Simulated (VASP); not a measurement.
PbS:

```
Pb S
1.0
     2.05694   -3.56583    0.00000
     2.05694    3.56583    0.00000
     0.00000    0.00000    7.55994
Pb S
2 2
Direct
  0.00103 0.99897 0.51327
  0.99897 0.00103 0.01327
  0.66714 0.33286 0.30753
  0.33286 0.66714 0.80753
```

Base run:

| Item | Value |
| --- | --- |
| Program | VASP 6.6.1 |
| Functional | BLYP |
| Potentials or basis | VASP PAW PBE potentials, release 64 (Pb_d, S) |
| Cutoff | 500 eV |
| k mesh | 6 × 6 × 4 |
| Occupations | gaussian, width 0.01 eV |
| Spin | no spin polarisation |

Its results: band gap on the k mesh 0.61 eV (least direct gap 1.14 eV); pressure 4.2 GPa; largest force 0.121 eV/Å.

**Question.** The run is repeated on the same cell with these changes: functional from BLYP to LDA; potentials or basis from VASP PAW PBE potentials, release 64 (Pb_d, S) to VASP PAW LDA potentials, release 64 (Pb_d, S). What comes out?

**Answer.** Band gap on the k mesh 0.34 eV (least direct gap 1.15 eV); pressure -3.3 GPa; largest force 0.060 eV/Å.

Caveats: spin-orbit coupling is left out, which moves the levels of the heavy elements; the cell stands under pressure (at least some runs); the PAW data sets were made with another functional, which shifts forces and pressure a little (at least some runs); the cell stands under tension (at least some runs).

A k mesh can miss the band edges.
